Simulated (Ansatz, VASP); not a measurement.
## ZrH4: VASP beside Ansatz

```
Zr H
1.0
     1.87716   -3.01918    0.00000
     1.87716    3.01918    0.00000
     0.00000    0.00000    3.52931
Zr H
1 4
Direct
  0.00000 0.00000 0.00000
  0.66055 0.33945 0.00000
  0.33945 0.66055 0.00000
  0.75499 0.75499 0.50000
  0.24501 0.24501 0.50000
```

Change from the starting cell: ordered vacancies on the cation sites of rutile (Cmmm, No. 65).

Alike in both runs: functional PBE; k mesh 6 × 6 × 6; occupations gaussian, width 0.1 eV; no spin polarisation.

Ansatz relaxed the structure, and its values are those at the end. VASP's run is a single point on that final structure, the one shown.

|  | VASP | Ansatz |
| --- | --- | --- |
| version | VASP 6.6.1 | Ansatz 0.2.0 |
| potentials or method | VASP PAW PBE potentials, release 64 (Zr_sv, H), cutoff 520 eV | scalar-relativistic, plane waves, PAW |
| valence electrons in the cell | 16 | 16 |

```csv
,VASP,Ansatz,Ansatz less VASP
gap on the k mesh at the Fermi level (eV),none,none,-
pressure (GPa),-0.2,-0.1,+0.12
rms of the force components (eV/Å),0.005,0.006,+0.0012
```

A gap of «none» marks a metal or a gap that the smearing closes.
